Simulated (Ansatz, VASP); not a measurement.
**One calculation of CoO, two programs**

File INCAR:

```
SYSTEM = CoO
PREC     = Accurate       ! precision mode
ENCUT    = 520            ! plane-wave cutoff, eV
EDIFF    = 1E-6           ! SCF threshold, eV
ISMEAR   = -1             ! smearing method
SIGMA    = 0.05           ! smearing width, eV
LREAL    = .FALSE.        ! projectors in reciprocal space
LASPH    = .TRUE.         ! aspherical terms in the spheres
NELM     = 150            ! most SCF steps
ALGO     = Normal         ! electronic algorithm
ISIF     = 2              ! what is computed and relaxed
LWAVE    = .FALSE.        ! write WAVECAR
LCHARG   = .FALSE.        ! write CHGCAR
ISPIN    = 2              ! spin polarisation
MAGMOM   = 2 0            ! initial moments
LORBIT   = 11             ! projections on sites
LMAXMIX  = 4              ! l up to which the mixer works
LDAU     = .TRUE.         ! DFT+U
LDAUTYPE = 2            
LDAUL    = 2 -1           ! shell
LDAUU    = 1 0            ! U, eV
LDAUJ    = 0 0          
LDAUPRINT= 1            
GGA      = PS             ! functional
NBANDS   = 18             ! bands
```

Contents of KPOINTS:

```
Automatic mesh
0
G
  11 11 11
  0 0 0
```

The input POSCAR:

```
CoO
1.0
    1.5054695445      0.8691832468      2.4399269062
   -1.5054695445      0.8691832468      2.4399269062
    0.0000000000     -1.7383664936      2.4399269062
Co O
1 1
Direct
    0.0000000000      0.0000000000      0.0000000000
    0.5000000000      0.5000000000      0.5000000000
```

The input input.yaml:

```yaml
crystal:
  lattice:
    - [1.5054695445, 0.8691832468, 2.4399269062]
    - [-1.5054695445, 0.8691832468, 2.4399269062]
    - [0.0, -1.7383664936, 2.4399269062]
  atoms:
    - { symbol: Co, position: [0.0, 0.0, 0.0], spin: 2.0 }
    - { symbol: O, position: [0.5, 0.5, 0.5] }
hamiltonian:
  xc: pbesol
  pseudopotentials: { kind: paw }
  hubbard: { sites: [{ species: Co, l: d, u_eff: 1.0 }] }
magnetization:
  spin_polarized: true
kpoints:
  mp_grid: { grid: [11, 11, 11] }
  band_path:
    path:
      - [[0.0, 0.0, 0.0], [0.5, 0.0, 0.0], [0.5, 0.2512681158, -0.2512681158]]
      - [[0.7487318842, 0.5, 0.2512681158], [0.5, 0.5, 0.5], [0.0, 0.0, 0.0], [0.3756340579, 0.0, -0.3756340579]]
      - [[0.6243659421, 0.3756340579, 0.0], [0.5, 0.5, 0.0], [0.6243659421, 0.6243659421, 0.2512681158], [0.5, 0.5, 0.5]]
      - [[0.5, 0.0, 0.0], [0.7487318842, 0.3756340579, 0.3756340579]]
    npoints: 14
scf:
  occupations: { method: fermi_dirac, width: 0.05 }
  n_extra_bands: 6
output:
  forces: true
  stress: true
  eigenvalues: true
  fatbands: false
```

Alike in both runs: functional PBEsol; k mesh 11 × 11 × 11; occupations fermi-dirac, width 0.05 eV; collinear spin; Hubbard terms Co d U = 1.0 eV.

```csv
,VASP,Ansatz
version,VASP 6.6.1,Ansatz 0.2.0
potentials or method,"VASP PAW PBE potentials, release 64 (Co, O)",Ansatz PAW
plane-wave cutoff (eV),520,420
valence electrons in the cell,15,23
task,single point,band structure
```

|  | VASP | Ansatz | Ansatz less VASP |
| --- | --- | --- | --- |
| gap on the k mesh at the Fermi level (eV) | none | none | - |
| pressure (GPa) | -9.1 | -3.8 | +5.26 |
| traceless stress, the component that is largest in VASP (GPa) | -0.04 | 0.52 | +0.563 |
| net moment per atom (μB) | 1.49 | 1.48 | -0.015 |
| size of the moment on the site where the two differ most (μB) | 2.64 | 2.51 | -0.122 |

VASP's potentials were made for PBE, not for PBEsol. Site moments also hang on the region over which each program counts them. The programs project onto different local orbitals, so the same U acts differently, and such runs can settle in different states. A gap of «none» marks a metal or a gap that the smearing closes. VASP's potentials hold 15 valence electrons a cell and Ansatz's 23, so a difference there can come from the potentials and not from the codes.

Noted on Ansatz's run: the magnetic or orbital state may not be the lowest.
